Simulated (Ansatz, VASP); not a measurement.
# One calculation of C, two programs

POSCAR

```
C
1.0
    0.0000000000      1.7623877637      1.7623877637
    1.7623877637      0.0000000000      1.7623877637
    1.7623877637      1.7623877637      0.0000000000
C
2
Direct
    0.0000000000      0.0000000000      0.0000000000
    0.2500000000      0.2500000000      0.2500000000
```

Contents of INCAR.step1:

```
PREC = Accurate
ENCUT = 1060
ISMEAR = -1
SIGMA = 0.03
LREAL = F
LASPH = T
NELM = 120
NBANDS = 11
GGA = PE
ALGO = Normal
EDIFF = 1E-5
LWAVE = T
LCHARG = F
GGA_COMPAT = F
```

INCAR.step2

```
PREC = Accurate
ENCUT = 1060
EDIFF = 1E-8
ISMEAR = -1
SIGMA = 0.03
LREAL = F
LASPH = T
NELM = 120
ALGO = Normal
ISIF = 2
LWAVE = F
LCHARG = F
METAGGA = R2SCAN
LMIXTAU = T
LEFG = T
NBANDS = 11
ISTART = 1
GGA_COMPAT = F
```

Contents of KPOINTS:

```
Automatic mesh
0
Gamma
  14 14 14
```

Input for Ansatz:

```yaml
crystal:
  lattice:
    - [0.0, 1.7623877637, 1.7623877637]
    - [1.7623877637, 0.0, 1.7623877637]
    - [1.7623877637, 1.7623877637, 0.0]
  atoms:
    - { symbol: C, position: [0.0, 0.0, 0.0] }
    - { symbol: C, position: [0.25, 0.25, 0.25] }
kpoints:
  mp_grid: { grid: [14, 14, 14] }
scf:
  occupations: { method: fermi_dirac, width: 0.03 }
hamiltonian:
  xc: r2scan
  pseudopotentials: { kind: paw }
output:
  forces: true
  stress: true
  eigenvalues: true
  efg: { contact_densities: true }
```

Change from the starting cell: volume scaled by 0.97, PAW files.

Alike in both runs: task electric field gradients; functional r2SCAN; k mesh 14 × 14 × 14; occupations fermi-dirac, width 0.03 eV; no spin polarisation.

|  | VASP | Ansatz |
| --- | --- | --- |
| version | VASP 6.6.1 | Ansatz 0.2.0 |
| potentials or method | VASP PAW PBE potentials, release 64 (C_h) | PAW with Ansatz's default frozen-core files, scalar-relativistic |
| plane-wave cutoff (eV) | 1060 | 500 |
| valence electrons in the cell | 8 | 8 |

```csv
,VASP,Ansatz,Ansatz less VASP
gap on the k mesh at the Fermi level (eV),4.44,4.43,-0.002
```

VASP's potentials were made for PBE, not for r2SCAN.
